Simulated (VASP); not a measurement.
Wanted: the native input for a VASP 6.6.1 run.

| Property | Result |
| --- | --- |
| Task | single point |
| Functional | PBEsol |
| Potentials or basis | VASP PAW PBE potentials, release 64 (Ta_pv) |
| Cutoff | 520 eV |
| k mesh | 16 × 16 × 16 |
| Occupations | gaussian, width 0.1 eV |
| Spin | no spin polarisation |
| Dipole correction | no |
| Further INCAR settings | ALGO = Fast; EDIFF = 1e-06; NBANDS = 18 |

The structure of Ta lies in POSCAR:

```
Ta
1.0
    3.2148724451      0.0000000000      0.0000000000
    0.0000000000      3.3071317941      0.0000000000
    0.0000000000      0.0000000000      3.3071317941
Ta
2
Direct
    0.0000000000      0.0000000000      0.0000000000
    0.5000000000      0.5000000000      0.5000000000
```

This cell differs from its parent crystal: uniaxial strain along a: -2.0 %, then relaxed in part.

One way to write it, as run:

INCAR

```
PREC = Accurate
ENCUT = 520
EDIFF = 1E-6
ISMEAR = 0
SIGMA = 0.1
LREAL = False
LASPH = True
NELM = 100
ALGO = Fast
ISIF = 2
LWAVE = False
LCHARG = True
GGA = PS
LELF = True
LVHAR = True
NBANDS = 18
```

KPOINTS

```
regular mesh
0
Gamma
  16 16 16
```

Potentials or basis: VASP PAW PBE potentials, release 64 (Ta_pv).

Command:

```console
$ cat potpaw_PBE.64/Ta_pv/POTCAR > POTCAR
$ mpirun -np 1 vasp_std > vasp.out
```

It gave:

| Quantity | Value |
| --- | --- |
| Pressure | 1.3 GPa |
| Band gap on the k mesh | zero (bands 11 and 12 overlap by 2.95 eV) |

Caveat: the cell differs from its parent crystal (uniaxial strain along a: -2.0 %, then relaxed in part); the PAW data sets were made with another functional, which shifts forces and pressure a little; spin-orbit coupling is left out, which moves the levels of the heavy elements.

Run time: 10 min on 1 thread of AMD EPYC 7571, on a shared host, peak memory 0.28 GiB.
